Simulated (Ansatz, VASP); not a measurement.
## MgO in VASP and in Ansatz

```
CELL_PARAMETERS angstrom
0.00000 2.08044 2.08044
2.08044 0.00000 2.08044
2.08044 2.08044 0.00000
ATOMIC_POSITIONS crystal
Mg 0.00000 0.00000 0.00000
O 0.50000 0.50000 0.50000
```

Alike in both runs: functional LDA; k mesh 8 × 8 × 8; occupations gaussian, width 0.02 eV; no spin polarisation.

Ansatz relaxed the structure, and its values are those at the end. VASP's run is a single point on that final structure, the one shown.

|  | VASP | Ansatz |
| --- | --- | --- |
| version | VASP 6.6.1 | Ansatz 0.2.0 |
| potentials or method | VASP PAW LDA potentials, release 64 (Mg_sv, O), cutoff 840 eV | scalar-relativistic, plane waves, PAW |
| valence electrons in the cell | 16 | 16 |

Ansatz gave:

| Item | Value |
| --- | --- |
| gap on the k mesh at the Fermi level (eV) | 5.03 |
| least direct gap on the mesh (eV) | 5.03 |
| pressure (GPa) | 0.0 |

**Question.** Estimate VASP's values.

**Answer.** gap on the k mesh at the Fermi level (eV): 5.03; least direct gap on the mesh (eV): 5.03; pressure (GPa): 0.4.

Ansatz warns that its potentials were made for another functional, while VASP's fit it. LDA's correlation is that of Perdew and Zunger in VASP and of Perdew and Wang (1992) in Ansatz.
